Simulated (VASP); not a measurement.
Here is a VASP 6.6.1 calculation.

Contents of INCAR:

```
PREC     = Accurate       # precision mode
ENCUT    = 520            # plane-wave cutoff, eV
EDIFF    = 1E-7           # SCF threshold, eV
ISMEAR   = 0              # smearing method
SIGMA    = 0.01           # smearing width, eV
LREAL    = Auto         
LASPH    = T              # aspherical terms in the spheres
NELM     = 60             # most SCF steps
ALGO     = Normal         # electronic algorithm
ISIF     = 2              # what is computed and relaxed
LWAVE    = F              # write WAVECAR
LCHARG   = F              # write CHGCAR
GGA      = PE             # functional
NBANDS   = 126            # bands
```

The input KPOINTS:

```
Automatic mesh
0
Gamma
  1 1 1
```

File POSCAR:

```
SiC
1.0
    3.0919365161      5.3553911397      5.0742922929
   -6.1838730322      0.0000000000      5.0742922929
    3.0919365161     -5.3553911397      5.0742922929
Si C
24 24
Direct
    0.3331939024      0.6665272357      0.4998605691
    0.6665272357      0.9998605691      0.8331939024
    0.4998605691      0.8331939024      0.1665272357
    0.4998605691      0.3331939024      0.6665272357
    0.3331939024      0.1665272357      0.9998605691
    0.6665272357      0.4998605691      0.3331939024
    0.9998605691      0.8331939024      0.6665272357
    0.8331939024      0.6665272357      0.9998605691
    0.1665272357      0.9998605691      0.3331939024
    0.8331939024      0.1665272357      0.4998605691
    0.1665272357      0.4998605691      0.8331939024
    0.9998605691      0.3331939024      0.1665272357
    0.4998605691      0.6665272357      0.8331939024
    0.8331939024      0.9998605691      0.1665272357
    0.6665272357      0.8331939024      0.4998605691
    0.6665272357      0.3331939024      0.9998605691
    0.4998605691      0.1665272357      0.3331939024
    0.8331939024      0.4998605691      0.6665272357
    0.1665272357      0.8331939024      0.9998605691
    0.9998605691      0.6665272357      0.3331939024
    0.3331939024      0.9998605691      0.6665272357
    0.9998605691      0.1665272357      0.8331939024
    0.3331939024      0.4998605691      0.1665272357
    0.1665272357      0.3331939024      0.4998605691
    0.4584727643      0.7918060976      0.6251394309
    0.7918060976      0.1251394309      0.9584727643
    0.6251394309      0.9584727643      0.2918060976
    0.6251394309      0.4584727643      0.7918060976
    0.4584727643      0.2918060976      0.1251394309
    0.7918060976      0.6251394309      0.4584727643
    0.1251394309      0.9584727643      0.7918060976
    0.9584727643      0.7918060976      0.1251394309
    0.2918060976      0.1251394309      0.4584727643
    0.9584727643      0.2918060976      0.6251394309
    0.2918060976      0.6251394309      0.9584727643
    0.1251394309      0.4584727643      0.2918060976
    0.2918060976      0.4584727643      0.6251394309
    0.6251394309      0.7918060976      0.9584727643
    0.4584727643      0.6251394309      0.2918060976
    0.4584727643      0.1251394309      0.7918060976
    0.2918060976      0.9584727643      0.1251394309
    0.6251394309      0.2918060976      0.4584727643
    0.9584727643      0.6251394309      0.7918060976
    0.7918060976      0.4584727643      0.1251394309
    0.1251394309      0.7918060976      0.4584727643
    0.7918060976      0.9584727643      0.6251394309
    0.1251394309      0.2918060976      0.9584727643
    0.9584727643      0.1251394309      0.2918060976
```

Potentials or basis: VASP PAW PBE potentials, release 64 (Si, C).

Run with:

```console
$ cat potpaw_PBE.64/Si/POTCAR potpaw_PBE.64/C/POTCAR > POTCAR
$ mpirun -np 1 vasp_gam > vasp.out
```

Estimate the band gap on the k mesh.

2.77 eV.

What does it give for the pressure?

-1.4 GPa.

Forces on the atoms (eV/Å):
```
Si   0.000  0.000  0.003
Si   0.000  0.000  0.003
Si   0.000  0.000  0.003
Si   0.000  0.000  0.003
Si   0.000  0.000  0.003
Si   0.000  0.000  0.003
Si   0.000  0.000  0.003
Si   0.000  0.000  0.003
Si   0.000  0.000  0.003
Si   0.000  0.000  0.003
Si   0.000  0.000  0.003
Si   0.000  0.000  0.003
Si   0.000  0.000  0.003
Si   0.000  0.000  0.003
Si   0.000  0.000  0.003
Si   0.000  0.000  0.003
Si   0.000  0.000  0.003
Si   0.000  0.000  0.003
Si   0.000  0.000  0.003
Si   0.000  0.000  0.003
Si   0.000  0.000  0.003
Si   0.000  0.000  0.003
Si   0.000  0.000  0.003
Si   0.000  0.000  0.003
C    0.000  0.000 -0.003
C    0.000  0.000 -0.003
C    0.000  0.000 -0.003
C    0.000  0.000 -0.003
C    0.000  0.000 -0.003
C    0.000  0.000 -0.003
C    0.000  0.000 -0.003
C    0.000  0.000 -0.003
C    0.000  0.000 -0.003
C    0.000  0.000 -0.003
C    0.000  0.000 -0.003
C    0.000  0.000 -0.003
C    0.000  0.000 -0.003
C    0.000  0.000 -0.003
C    0.000  0.000 -0.003
C    0.000  0.000 -0.003
C    0.000  0.000 -0.003
C    0.000  0.000 -0.003
C    0.000  0.000 -0.003
C    0.000  0.000 -0.003
C    0.000  0.000 -0.003
C    0.000  0.000 -0.003
C    0.000  0.000 -0.003
C    0.000  0.000 -0.003
```

Caveat: the k points lie up to 0.79 Å⁻¹ apart. A k mesh can miss the band edges.
